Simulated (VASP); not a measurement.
# Cu (P6_3/mmc) in VASP: further runs

The runs below take Cu through single point, with PBEsol.

All numbers are computed with VASP 6.6.1; they aren't measurements. Logs are shortened: lines on timing, memory, paths and dates and some standing lists are left out, and cuts for length are marked.

### 1 The cell of the first run

It takes space group P6_3/mmc (No. 194, hexagonal). Conventional cell: a = 2.635 Å, b = 2.635 Å, c = 4.442 Å, α = 90.00°, β = 90.00°, γ = 120.00°. Cu (site symmetry -6m2) has 12 Cu at 2.64 to 2.69 Å within 3.5 Å.

This isn't the form of Cu at room conditions, which is fcc.

### 2 Single point, PBEsol (strain +0.040 along x and y, +0.080 along z)

File INCAR:

```
SYSTEM = Cu
PREC = Accurate
ENCUT = 520
EDIFF = 1E-6
ISMEAR = 0
SIGMA = 0.15
LREAL = .FALSE.
LASPH = .TRUE.
NELM = 100
ALGO = Fast
ISIF = 2
LWAVE = .FALSE.
LCHARG = .FALSE.
GGA = PS
NBANDS = 18
```

File KPOINTS:

```
Automatic mesh
0
G
  24 24 12
  0 0 0
```

File POSCAR:

```
Cu
1.0
    2.6354605366      0.0000000000      0.0000000000
   -1.3177302683      2.2823757754      0.0000000000
    0.0000000000      0.0000000000      4.4415766800
Cu
2
Direct
    0.3333333333      0.6666666667      0.2500000000
    0.6666666667      0.3333333333      0.7500000000
```

Potentials or basis: VASP PAW PBE potentials, release 64 (Cu).

Run with:

```sh
> cat potpaw_PBE.64/Cu/POTCAR > POTCAR
> mpirun -np 1 vasp_std > vasp.out
```

OUTCAR:

```text
SYSTEM = Cu
   PREC = Accurate
   ENCUT = 520
   EDIFF = 1E-6
   ISMEAR = 0
   LREAL = .FALSE.
   LASPH = .TRUE.
   NELM = 100
   ISIF = 2
   GGA = PS

 ion  position               nearest neighbor table
   1  0.333  0.667  0.250-   2 2.69   2 2.69   2 2.69   2 2.69   2 2.69   2 2.69
   2  0.667  0.333  0.750-   1 2.69   1 2.69   1 2.69   1 2.69   1 2.69   1 2.69

  LATTYP: Found a hexagonal cell.
 ALAT       =     2.6354605366
 C/A-ratio  =     1.6853132947

  Lattice vectors:

 A1 = (   2.6354605366,   0.0000000000,   0.0000000000)
 A2 = (  -1.3177302683,   2.2823757754,   0.0000000000)
 A3 = (   0.0000000000,   0.0000000000,   4.4415766800)

Analysis of symmetry for initial positions (statically):
=====================================================================
 Subroutine PRICEL returns:
 Original cell was already a primitive cell.

 Routine SETGRP: Setting up the symmetry group for a
 hexagonal supercell.

 Subroutine GETGRP returns: Found 24 space group operations
 (whereof 12 operations were pure point group operations)
 out of a pool of 24 trial point group operations.

The static configuration has the point symmetry D_3d.
 The point group associated with its full space group is D_6h.

Analysis of symmetry for dynamics (positions and initial velocities):
=====================================================================
 Subroutine PRICEL returns:
 Original cell was already a primitive cell.

 Routine SETGRP: Setting up the symmetry group for a
 hexagonal supercell.

 Subroutine GETGRP returns: Found 24 space group operations
 (whereof 12 operations were pure point group operations)
 out of a pool of 24 trial point group operations.

The dynamic configuration has the point symmetry D_3d.
 The point group associated with its full space group is D_6h.

 Subroutine INISYM returns: Found 24 space group operations
 (whereof 12 operations are pure point group operations),
 and found     1 'primitive' translations

----------------------------------------------------------------------------------------

                                     Primitive cell

  volume of cell :      26.7166

  direct lattice vectors                    reciprocal lattice vectors
     2.635460537  0.000000000  0.000000000     0.379440324  0.219069973  0.000000000
    -1.317730268  2.282375775  0.000000000     0.000000000  0.438139946  0.000000000
     0.000000000  0.000000000  4.441576680     0.000000000  0.000000000  0.225145274

  length of vectors
[... 82 lines left out ...]
   EDIFF  = 0.1E-05   stopping-criterion for ELM
   LREAL  =      F    real-space projection
   EDIFFG = 0.1E-04   stopping-criterion for IOM
   NSW    =      0    number of steps for IOM
   IBRION =     -1    ionic relax: 0-MD 1-quasi-New 2-CG
   NFREE  =      0    steps in history (QN), initial steepest desc. (CG)
   ISIF   =      2    stress and relaxation
   ISYM   =      2    0-nonsym 1-usesym 2-fastsym
   POTIM  = 0.5000    time-step for ionic-motion
   TEBEG  =    0.0;   TEEND  =   0.0 temperature during run
   PSTRESS=    0.0 pullay stress
   NELECT =      22.0000    total number of electrons
   NUPDOWN=      -1.0000    fix difference up-down
   EMIN   =  10.00;   EMAX   =-10.00  energy-range for DOS
   EFERMI =   0.00;   METHOD = LEGACY
   ISMEAR =     0;   SIGMA  =   0.15  broadening in eV -4-tet -1-fermi 0-gaus
   EFERMI_NEDOS =   21; number of points for ismear=-14 and -15
   IALGO  =     68    algorithm
   IMIX   =      4    mixing-type and parameters
     AMIX     =   0.40;   BMIX     =  1.00
     AMIX_MAG =   1.60;   BMIX_MAG =  1.00
  volume/ion in A,a.u.               =      13.36        90.15
  Fermi-wavevector in a.u.,A,eV,Ry     =   1.534460  2.899708 32.035817  2.354566
  Thomas-Fermi vector in A             =   2.641384
   LORBIT       =      0    0 simple, 1 ext, 2 COOP (PROOUT), +10 PAW based schemes
   GGA     = PS    functional components
   LHFCALC =     F    Hartree Fock is set to
   AEXX    =    0.0000 exact exchange contribution
   IVDW    =     0    specifies the selected vdW correction
   LEPSILON=     F    determine dielectric tensor
   LRPA    =     F    only Hartree local field effects (RPA)
 non-spin polarized calculation
 RMM-DIIS sequential band-by-band and
 Gauss-broadening in eV      SIGMA  =   0.15
  energy-cutoff  :      520.00
  volume of cell :       26.72
 maximum number of plane-waves:       756
 NGX is ok and might be reduce to    20
   NGX =  9   NGY =  9   NGZ = 17

 number of electron      22.0000015 magnetization

 Free energy of the ion-electron system (eV)
  ---------------------------------------------------
  ext. energy  EPLUGINS =         0.00000000
  ---------------------------------------------------
  free energy    TOTEN  =        -8.34687916 eV

  energy without entropy =       -8.33888023  energy(sigma->0) =       -8.34287970

 E-fermi :   5.9685     XC(G=0): -12.2039

 val. band max:        5.9651826250   @ k =   0.4583   0.0417   0.0833
 cond. band min:       5.9730566569   @ k =   0.4583   0.0417   0.0000
 fundamental gap:      0.0078740319
 Fermi energy:         5.9684857943

 k-point     1 :       0.0000    0.0000    0.0000
  band No.  band energies     occupation
      1      -2.5133      2.00000
      2       1.4569      2.00000
      3       3.2113      2.00000
      4       3.3521      2.00000
      5       3.3521      2.00000
      6       3.5025      2.00000
[... 481 lines left out ...]
      5       3.3650      2.00000
      6       3.3742      2.00000
[... 10 lines left out ...]
     17      18.0711      0.00000
     18      24.2904      0.00000

 [... further k-points ...]

------------------------ aborting loop because EDIFF is reached ----------------------------------------

  FORCE on cell =-STRESS in cart. coord.  units (eV):
  Direction    XX          YY          ZZ          XY          YZ          ZX
  --------------------------------------------------------------------------------------
  -------------------------------------------------------------------------------------
  Total       -2.7879142     -2.7879142     -3.2132349     -0.0000000      0.0000000      0.0000000
  in kB     -167.1895615   -167.1895615   -192.6957899     -0.0000000      0.0000000      0.0000000
  external PRESSURE =    -175.6916376 kB  Pullay stress =       0.0000000 kB

 VOLUME and BASIS-vectors are now :
 -----------------------------------------------------------------------------
  energy-cutoff  :      520.00
  volume of cell :       26.72
      direct lattice vectors                 reciprocal lattice vectors
     2.635460537  0.000000000  0.000000000     0.379440324  0.219069973  0.000000000
    -1.317730268  2.282375775  0.000000000     0.000000000  0.438139946  0.000000000
     0.000000000  0.000000000  4.441576680     0.000000000  0.000000000  0.225145274

 POSITION                                       TOTAL-FORCE (eV/Angst)
 -----------------------------------------------------------------------------------
     -0.00000      1.52158      1.11039        -0.000000      0.000000      0.000000
      1.31773      0.76079      3.33118         0.000000     -0.000000      0.000000
 -----------------------------------------------------------------------------------
    total drift:                               -0.000000      0.000000     -0.000000

  FREE ENERGIE OF THE ION-ELECTRON SYSTEM (eV)
  ---------------------------------------------------
  free  energy   TOTEN  =        -8.3468791638 eV

  energy  without entropy=       -8.3388802284  energy(sigma->0) =       -8.34287970
```

OSZICAR:

```text
N       E                     dE             d eps       ncg     rms          rms(c)
DAV:   1     0.124204480043E+03    0.12420E+03   -0.10481E+04 16252   0.210E+03
DAV:   2    -0.440311869168E+01   -0.12861E+03   -0.12201E+03 15398   0.282E+02
DAV:   3    -0.103134476525E+02   -0.59103E+01   -0.56493E+01 17430   0.844E+01
DAV:   4    -0.103768379013E+02   -0.63390E-01   -0.63343E-01 18474   0.929E+00
DAV:   5    -0.103776554701E+02   -0.81757E-03   -0.81754E-03 19050   0.894E-01    0.116E+01
RMM:   6    -0.943354743041E+01    0.94411E+00   -0.14821E+01 17887   0.677E+01    0.790E+00
RMM:   7    -0.835229743487E+01    0.10812E+01   -0.30368E+00 17579   0.323E+01    0.109E+00
RMM:   8    -0.834727890399E+01    0.50185E-02   -0.48614E-02 18385   0.286E+00    0.177E-01
RMM:   9    -0.834672803374E+01    0.55087E-03   -0.92050E-03 18716   0.144E+00    0.341E-02
RMM:  10    -0.834685633139E+01   -0.12830E-03   -0.16059E-03 18199   0.555E-01    0.550E-02
RMM:  11    -0.834686144011E+01   -0.51087E-05   -0.43965E-04 19484   0.216E-01    0.132E-02
RMM:  12    -0.834687619250E+01   -0.14752E-04   -0.14866E-04 20312   0.149E-01    0.444E-03
RMM:  13    -0.834688275909E+01   -0.65666E-05   -0.38495E-05 18206   0.752E-02    0.182E-02
RMM:  14    -0.834687851949E+01    0.42396E-05   -0.18206E-05 18118   0.730E-02    0.689E-04
RMM:  15    -0.834687916384E+01   -0.64435E-06   -0.64452E-06 12642   0.240E-02
   1 F= -.83468792E+01 E0= -.83428797E+01  d E =-.799894E-02
```

Wall time 1.8 min (1 thread of Intel Xeon 6975P-C (Granite Rapids), shared host); peak memory 0.28 GiB.

What came out:

- Free energy: -8.3469 eV
- Pressure: -17.6 GPa
- Band gap on the k mesh: zero (bands 11 and 12 overlap by 5.68 eV)

Stress tensor (GPa, compression positive):
```
-16.72   0.00   0.00
  0.00 -16.72   0.00
  0.00   0.00 -19.27
```

Levels at points of the mesh, in eV from the Fermi level:
```
           k point  band 7  band 8  band 9  band 10  band 11  band 12  band 13  band 14  band 15  band 16
(0.00, 0.00, 0.00)   -2.47   -2.14   -2.14    -1.59    -1.59    -0.92     2.77    20.54    20.54    20.75
(0.50, 0.00, 0.00)   -2.46   -1.50   -1.47    -1.40     0.09     1.43     7.10     7.15     9.52     9.80
(0.00, 0.00, 0.50)   -2.63   -2.63   -1.77    -1.77    -1.77    -1.77    10.69    10.69    21.38    21.38
(0.50, 0.00, 0.50)   -1.71   -1.71   -1.43    -1.43     0.64     0.64     4.27     4.27    15.16    15.16
```

Caveat: the cell differs from its parent crystal (strain +0.040 along x and y, +0.080 along z); the cell stands under tension; the PAW data sets were made with another functional, which shifts forces and pressure a little.

### 3 Single point, PBEsol (strain +0.080 along x and y, +0.040 along z)

File INCAR:

```
PREC = Accurate
ENCUT = 520
EDIFF = 1E-6
ISMEAR = 0
SIGMA = 0.15
LREAL = False
LASPH = True
NELM = 100
ALGO = Fast
ISIF = 2
LWAVE = False
LCHARG = False
GGA = PS
NBANDS = 18
```

File KPOINTS:

```
Automatic mesh
0
Gamma
  24 24 12
```

File POSCAR:

```
Cu
1.0
    2.7368244034      0.0000000000      0.0000000000
   -1.3684122017      2.3701594590      0.0000000000
    0.0000000000      0.0000000000      4.2770738400
Cu
2
Direct
    0.3333333333      0.6666666667      0.2500000000
    0.6666666667      0.3333333333      0.7500000000
```

Potentials or basis: VASP PAW PBE potentials, release 64 (Cu).

Run with:

```sh
> cat potpaw_PBE.64/Cu/POTCAR > POTCAR
> mpirun -np 1 vasp_std > vasp.out
```

It took 84 s on 1 thread of Intel Xeon 6975P-C (Granite Rapids), shared host; peak memory 0.28 GiB.

It converged, with:

```yaml
Free_energy: -8.2193 eV
Pressure: -19.6 GPa
Band_gap_on_the_k_mesh: zero (bands 11 and 12 overlap by 5.22 eV)
```

Stress tensor (GPa, compression positive):
```
-20.97   0.00   0.00
  0.00 -20.97   0.00
  0.00   0.00 -17.00
```

Levels at points of the mesh, in eV from the Fermi level:
```
           k point  band 9  band 10  band 11  band 12  band 13  band 14
(0.00, 0.00, 0.00)   -2.23    -1.55    -1.55    -0.23     3.57    18.49
(0.50, 0.00, 0.00)   -1.45    -1.41    -0.07     1.08     7.20     7.56
(0.00, 0.00, 0.50)   -1.73    -1.73    -1.73    -1.73    12.20    12.20
(0.50, 0.00, 0.50)   -1.48    -1.48     0.59     0.59     3.91     3.91
```

Caveat: the cell differs from its parent crystal (strain +0.080 along x and y, +0.040 along z); the cell stands under tension; the PAW data sets were made with another functional, which shifts forces and pressure a little.

[end of part 1 of 2]
